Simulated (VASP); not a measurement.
Runs of VASP 6.6.1 on TiO2. The structure is that of space group P4_2/mnm (No. 136), or close to it. The cells are those of the table. 

```tsv
task	cell	gap on the mesh (eV)	pressure (GPa)	largest force (eV/Å)
single point	a = 4.594, b = 4.594, c = 3.018 Å, 6 atoms	(a)	-11.9	0.04
single point	a = 4.594, b = 4.594, c = 2.929 Å, 6 atoms	1.87	-3.9	0.20
single point	a = 4.548, b = 4.548, c = 2.959 Å, 6 atoms	1.85	-2.3	0.23
electric field gradients	a = 4.594, b = 4.594, c = 2.929 Å, 6 atoms	1.87	-3.9	0.20
single point	a = 4.594, b = 4.594, c = 2.870 Å, 6 atoms	(b)	2.5	0.37
```

Alike in all rows: level LDA; potentials or basis VASP PAW LDA potentials, release 64 (Ti_sv, O); no spin polarisation; k mesh 7 × 7 × 10; cutoff (eV) 520; smearing fermi-dirac 0.05 eV.

Problem. Estimate the missing entries.

Solution. (a) 1.73; (b) 1.97.

Caveats: an odd mesh through Γ misses points on the zone boundary, where band edges can lie; the cell stands under tension (at least some runs).
